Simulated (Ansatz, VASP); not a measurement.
**Al3Ni3N in VASP and in Ansatz**

```
CELL_PARAMETERS angstrom
2.86217 0.00000 0.00000
0.00000 2.86217 0.00000
0.00000 0.00000 26.15541
ATOMIC_POSITIONS crystal
Ni 0.50000 0.50000 0.32498
Ni 0.50000 0.50000 0.43441
Ni 0.50000 0.50000 0.54611
Al 0.00000 0.00000 0.37970
Al 0.00000 0.00000 0.48925
Al 0.00000 0.00000 0.59747
N 0.00000 0.33333 0.65468
```

Alike in both runs: task single point; functional PBEsol; k mesh 10 × 10 × 1; occupations fermi-dirac, width 0.1 eV; no spin polarisation.

|  | VASP | Ansatz |
| --- | --- | --- |
| version | VASP 6.6.1 | Ansatz 0.2.0 |
| potentials or method | VASP PAW PBE potentials, release 64 (Ni, Al, N), cutoff 520 eV | scalar-relativistic, plane waves, PAW |
| valence electrons in the cell | 44 | 68 |

|  | VASP | Ansatz | Ansatz less VASP |
| --- | --- | --- | --- |
| gap on the k mesh at the Fermi level (eV) | none | none | - |
| rms of the force components (eV/Å) | 0.707 | 0.704 | -0.0026 |

VASP's potentials were made for PBE, not for PBEsol. A gap of «none» marks a metal or a gap that the smearing closes. VASP's potentials hold 44 valence electrons a cell and Ansatz's 68, so a difference there can come from the potentials and not from the codes. Ansatz's warnings: vacuum below fermi.
